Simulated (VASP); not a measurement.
# Ru in VASP: further runs, part 2 of 2

VASP 6.6.1. The steps go on from the part before.

**3. Single point, LDA**

Contents of INCAR:

```
SYSTEM = Ru
  PREC = Accurate
  ENCUT = 520
  EDIFF = 1E-7
  ISMEAR = 0
  SIGMA = 0.1
  LREAL = .FALSE.
  LASPH = .TRUE.
  NELM = 80
  ALGO = Fast
  ISIF = 2
  LWAVE = .FALSE.
  LCHARG = .FALSE.
  GGA = CA
  NBANDS = 36
```

Contents of KPOINTS:

```
regular mesh
0
G
  9 6 15
  0 0 0
```

Contents of POSCAR:

```
Ru
1.0
    3.9621891213      0.0000000000      0.0000000000
    0.0000000000      5.6033815920      0.0000000000
    0.0000000000      1.4008453980      2.3406084134
Ru
4
Direct
    0.2500000000      0.1666666667      0.3333333333
    0.2500000000      0.6666666667      0.3333333333
    0.7500000000      0.3333333333      0.6666666667
    0.7500000000      0.8333333333      0.6666666667
```

Potentials or basis: VASP PAW LDA potentials, release 64 (Ru_pv).

Run with:

```
cat potpaw_LDA.64/Ru_pv/POTCAR > POTCAR
mpirun -np 1 vasp_std > vasp.out
```

OUTCAR:

```text
SYSTEM = Ru
   PREC = Accurate
   ENCUT = 520
   EDIFF = 1E-7
   ISMEAR = 0
   LREAL = .FALSE.
   LASPH = .TRUE.
   NELM = 80
   ISIF = 2
   GGA = CA

 ion  position               nearest neighbor table
   1  0.250  0.167  0.333-   3 2.52   3 2.52   3 2.55   3 2.55   4 2.55   4 2.55   2 2.73   2 2.73
                             2 2.80   2 2.80
   2  0.250  0.667  0.333-   4 2.52   4 2.52   4 2.55   4 2.55   3 2.55   3 2.55   1 2.73   1 2.73
                             1 2.80   1 2.80
   3  0.750  0.333  0.667-   1 2.52   1 2.52   1 2.55   1 2.55   2 2.55   2 2.55   4 2.73   4 2.73
                             4 2.80   4 2.80
   4  0.750  0.833  0.667-   2 2.52   2 2.52   2 2.55   2 2.55   1 2.55   1 2.55   3 2.73   3 2.73
                             3 2.80   3 2.80

  LATTYP: Found a simple monoclinic cell.
 ALAT       =     2.7277858373
 B/A-ratio  =     1.4525293984
 C/A-ratio  =     1.7634743132
 COS(beta)  =    -0.0311435365

  Lattice vectors:

 A1 = (   0.0000000000,   1.4008453980,   2.3406084134)
 A2 = (  -3.9621891213,   0.0000000000,   0.0000000000)
 A3 = (   0.0000000000,  -4.2025361940,   2.3406084134)

Analysis of symmetry for initial positions (statically):
=====================================================================
 Subroutine PRICEL returns following result:

  LATTYP: Found a base centered orthorhombic cell.
 ALAT       =     2.8016907960
 B/A-ratio  =     1.6708541976
 C/A-ratio  =     1.4142135624

  Lattice vectors:

 A1 = (   0.0000000000,   1.4008453980,  -2.3406084134)
 A2 = (   0.0000000000,   1.4008453980,   2.3406084134)
 A3 = (   3.9621891213,   0.0000000000,   0.0000000000)

   2 primitive cells build up your supercell.

 Routine SETGRP: Setting up the symmetry group for a
 simple monoclinic supercell.

 Subroutine GETGRP returns: Found  4 space group operations
 (whereof  2 operations were pure point group operations)
 out of a pool of  4 trial point group operations.

The static configuration has the point symmetry S_2 .
 The point group associated with its full space group is C_2h.

Analysis of symmetry for dynamics (positions and initial velocities):
=====================================================================
 Subroutine PRICEL returns following result:

  LATTYP: Found a base centered orthorhombic cell.
 ALAT       =     2.8016907960
 B/A-ratio  =     1.6708541976
 C/A-ratio  =     1.4142135624

  Lattice vectors:

 A1 = (   0.0000000000,   1.4008453980,  -2.3406084134)
 A2 = (   0.0000000000,   1.4008453980,   2.3406084134)
 A3 = (   3.9621891213,   0.0000000000,   0.0000000000)

   2 primitive cells build up your supercell.

 Routine SETGRP: Setting up the symmetry group for a
 simple monoclinic supercell.

 Subroutine GETGRP returns: Found  4 space group operations
 (whereof  2 operations were pure point group operations)
 out of a pool of  4 trial point group operations.

The dynamic configuration has the point symmetry S_2 .
 The point group associated with its full space group is C_2h.

 Subroutine INISYM returns: Found  4 space group operations
 (whereof  2 operations are pure point group operations),
 and found     2 'primitive' translations

----------------------------------------------------------------------------------------
[... 45 lines left out ...]

 Found    230 irreducible k-points:

 Following reciprocal coordinates:
            Coordinates               Weight
  0.000000  0.000000  0.000000      1.000000
  0.111111  0.000000  0.000000      2.000000
  0.222222  0.000000  0.000000      2.000000
  0.333333  0.000000  0.000000      2.000000
  0.444444  0.000000  0.000000      2.000000
  0.000000  0.166667  0.000000      2.000000
[... 16 lines left out ...]
  0.222222  0.000000  0.066667      4.000000
  0.333333  0.000000  0.066667      4.000000
 [... further k-points ...]
   k-points           NKPTS =    230   k-points in BZ     NKDIM =    230   number of bands    NBANDS=     36
   number of dos      NEDOS =    301   number of ions     NIONS =      4
   total plane-waves  NPLWV =  25200
   dimension x,y,z NGX =    30 NGY =   42 NGZ =   20
   dimension x,y,z NGXF=    60 NGYF=   84 NGZF=   40
   ions per type =               4
   NGX,Y,Z   is equivalent  to a cutoff of  12.59, 12.46, 12.19 a.u.
   NGXF,Y,Z  is equivalent  to a cutoff of  25.17, 24.92, 24.38 a.u.
 SYSTEM =  Ru
   PREC   = accura    normal or accurate (medium, high low for compatibility)
   ISTART =      0    job   : 0-new  1-cont  2-samecut
   ICHARG =      2    charge: 1-file 2-atom 10-const
   ISPIN  =      1    spin polarized calculation?
   LNONCOLLINEAR =      F non collinear calculations
   LSORBIT =      F    spin-orbit coupling
   LASPH  =      T    aspherical Exc in radial PAW
   ENCUT  =  520.0 eV  38.22 Ry    6.18 a.u.   7.37 10.42  5.07*2*pi/ulx,y,z
   NELM   =     80;   NELMIN=  2; NELMDL= -5     # of ELM steps
   EDIFF  = 0.1E-06   stopping-criterion for ELM
   LREAL  =      F    real-space projection
   EDIFFG = 0.1E-05   stopping-criterion for IOM
   NSW    =      0    number of steps for IOM
   IBRION =     -1    ionic relax: 0-MD 1-quasi-New 2-CG
   NFREE  =      0    steps in history (QN), initial steepest desc. (CG)
   ISIF   =      2    stress and relaxation
   ISYM   =      2    0-nonsym 1-usesym 2-fastsym
   POTIM  = 0.5000    time-step for ionic-motion
   TEBEG  =    0.0;   TEEND  =   0.0 temperature during run
   PSTRESS=    0.0 pullay stress
   NELECT =      56.0000    total number of electrons
   NUPDOWN=      -1.0000    fix difference up-down
   EMIN   =  10.00;   EMAX   =-10.00  energy-range for DOS
   EFERMI =   0.00;   METHOD = LEGACY
   ISMEAR =     0;   SIGMA  =   0.10  broadening in eV -4-tet -1-fermi 0-gaus
   EFERMI_NEDOS =   21; number of points for ismear=-14 and -15
   IALGO  =     68    algorithm
   IMIX   =      4    mixing-type and parameters
     AMIX     =   0.40;   BMIX     =  1.00
     AMIX_MAG =   1.60;   BMIX_MAG =  1.00
  volume/ion in A,a.u.               =      12.99        87.67
  Fermi-wavevector in a.u.,A,eV,Ry     =   1.678415  3.171745 38.328676  2.817078
  Thomas-Fermi vector in A             =   2.762508
   LORBIT       =      0    0 simple, 1 ext, 2 COOP (PROOUT), +10 PAW based schemes
   GGA     = CA    functional components
   LHFCALC =     F    Hartree Fock is set to
   AEXX    =    0.0000 exact exchange contribution
   IVDW    =     0    specifies the selected vdW correction
   LEPSILON=     F    determine dielectric tensor
   LRPA    =     F    only Hartree local field effects (RPA)
 non-spin polarized calculation
 RMM-DIIS sequential band-by-band and
 Gauss-broadening in eV      SIGMA  =   0.10
  energy-cutoff  :      520.00
  volume of cell :       51.97
 maximum number of plane-waves:      1427
 NGX is ok and might be reduce to    30
   NGX = 15   NGY = 21   NGZ = 11

 number of electron      56.0000002 magnetization

 Free energy of the ion-electron system (eV)
  ---------------------------------------------------
  ext. energy  EPLUGINS =         0.00000000
  ---------------------------------------------------
  free energy    TOTEN  =       -42.29418269 eV

  energy without entropy =      -42.28136213  energy(sigma->0) =      -42.28777241

 E-fermi :  13.5530     XC(G=0): -14.6374

 val. band max:       13.5478799351   @ k =   0.3333   0.0000   0.4667
 cond. band min:      13.5537732044   @ k =   0.1111   0.5000   0.2667
 fundamental gap:      0.0058932693
 Fermi energy:        13.5529932120

 k-point     1 :       0.0000    0.0000    0.0000
  band No.  band energies     occupation
      1     -30.2598      2.00000
      2     -29.7877      2.00000
      3     -29.6828      2.00000
      4     -29.4930      2.00000
      5     -29.3527      2.00000
      6     -29.1619      2.00000
[... 925 lines left out ...]
     35      16.3138      0.00000
     36      18.6387      0.00000

 [... further k-points ...]

------------------------ aborting loop because EDIFF is reached ----------------------------------------

  FORCE on cell =-STRESS in cart. coord.  units (eV):
  Direction    XX          YY          ZZ          XY          YZ          ZX
  --------------------------------------------------------------------------------------
  -------------------------------------------------------------------------------------
  Total       12.1474194     -3.8369838      0.2821278      0.0000000      0.0302663      0.0000000
  in kB      374.5246856   -118.3004466      8.6984579      0.0000000      0.9331590      0.0000000
  external PRESSURE =      88.3075657 kB  Pullay stress =       0.0000000 kB

 VOLUME and BASIS-vectors are now :
 -----------------------------------------------------------------------------
  energy-cutoff  :      520.00
  volume of cell :       51.97
      direct lattice vectors                 reciprocal lattice vectors
     3.962189121  0.000000000  0.000000000     0.252385732  0.000000000  0.000000000
     0.000000000  5.603381592  0.000000000     0.000000000  0.178463662 -0.106809836
     0.000000000  1.400845398  2.340608413     0.000000000  0.000000000  0.427239343

 POSITION                                       TOTAL-FORCE (eV/Angst)
 -----------------------------------------------------------------------------------
      0.99055      1.40085      0.78020         0.000000     -0.018906      0.155179
      0.99055      4.20254      0.78020         0.000000     -0.018906      0.155179
      2.97164      2.80169      1.56041         0.000000      0.018906     -0.155179
      2.97164      5.60338      1.56041         0.000000      0.018906     -0.155179
 -----------------------------------------------------------------------------------
    total drift:                                0.000000      0.000000     -0.000000

  FREE ENERGIE OF THE ION-ELECTRON SYSTEM (eV)
  ---------------------------------------------------
  free  energy   TOTEN  =       -42.2941826853 eV

  energy  without entropy=      -42.2813621298  energy(sigma->0) =      -42.28777241
```

It took 3.1 min on 1 thread of Intel Xeon 6975P-C (Granite Rapids), shared host; peak memory 0.37 GiB.

What came out:

* Free energy: -42.2942 eV
* Pressure: 8.8 GPa
* Largest force: 0.156 eV/Å
* Band gap on the k mesh: zero (bands 28 and 29 overlap by 2.12 eV)

Forces in eV/Å, atoms in the order of the input:
```
Ru   0.000 -0.019  0.155
Ru   0.000 -0.019  0.155
Ru   0.000  0.019 -0.155
Ru   0.000  0.019 -0.155
```

Levels at points of the mesh, in eV from the Fermi level:
| k point | band 26 | band 27 | band 28 | band 29 | band 30 | band 31 |
| --- | --- | --- | --- | --- | --- | --- |
| (0.00, 0.00, 0.00) | -1.65 | -1.63 | -1.18 | 0.84 | 1.16 | 1.35 |
| (0.00, 0.50, 0.00) | -1.30 | -1.20 | -1.20 | -0.42 | -0.42 | -0.13 |

Caveat: the cell stands under pressure.
